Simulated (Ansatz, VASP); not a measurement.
**One calculation of I, two programs**

File INCAR:

```
SYSTEM = I
  ALGO = Normal
  EDIFF = 1E-6
  EDIFFG = -0.01
  ENCUT = 600
  IBRION = 2
  ISIF = 3
  ISMEAR = -1
  LASPH = .True.
  LCHARG = .False.
  LREAL = .False.
  LWAVE = .False.
  NELM = 80
  NSW = 80
  PREC = Accurate
  SIGMA = 0.05
```

Contents of KPOINTS:

```
k-points
0
Gamma
  5 5 2
  0 0 0
```

POSCAR

```
I
1.0
    3.5794500000     -2.3457500000      0.0000000000
    3.5794500000      2.3457500000      0.0000000000
    0.0000000000      0.0000000000      9.8014000000
I
4
Direct
    0.8460000000      0.1540000000      0.1174200000
    0.6540000000      0.3460000000      0.6174200000
    0.1540000000      0.8460000000      0.8825800000
    0.3460000000      0.6540000000      0.3825800000
```

Input for Ansatz:

```yaml
crystal:
  lattice:
    - [3.57945, -2.34575, 0.0]
    - [3.57945, 2.34575, 0.0]
    - [0.0, 0.0, 9.8014]
  atoms:
    - { symbol: I, position: [0.846, 0.154, 0.11742] }
    - { symbol: I, position: [0.654, 0.346, 0.61742] }
    - { symbol: I, position: [0.154, 0.846, 0.88258] }
    - { symbol: I, position: [0.346, 0.654, 0.38258] }
hamiltonian:
  xc: lda
  pseudopotentials:
    kind: paw
    azcp:
      I: "pseudopotentials/I.paw.azcp"
basis:
  ecutwfc: 420
  fft_grid_basis: typed
kpoints:
  mp_grid: { grid: [5, 5, 2], shift: [0, 0, 0] }
magnetization:
  spin_polarized: false
scf:
  occupations: { method: fermi_dirac, width: 0.05 }
relax:
  max_steps: 60
  f_tol: 0.01
  cell: {}
```

Alike in both runs: task relaxation of cell and atoms; functional LDA; k mesh 5 × 5 × 2; occupations fermi-dirac, width 0.05 eV; no spin polarisation.

|  | VASP | Ansatz |
| --- | --- | --- |
| version | VASP 6.6.1 | Ansatz 0.2.0 |
| potentials or method | VASP PAW LDA potentials, release 64 (I), cutoff 600 eV | plane waves (420 eV) with PAW, scalar-relativistic |
| valence electrons in the cell | 28 | 68 |

```tsv
	VASP	Ansatz	Ansatz less VASP
relaxed volume (Å³/atom)	36.98	36.99	+0.005
relaxed cell length with the largest relative difference (Å)	9.648	9.627	-0.0207
```

Ansatz warns that its potentials were made for another functional, while VASP's fit it. LDA's correlation is that of Perdew and Zunger in VASP and of Perdew and Wang (1992) in Ansatz. VASP's potentials hold 28 valence electrons a cell and Ansatz's 68, so a difference there can come from the potentials and not from the codes.

Spin-orbit coupling is off throughout.
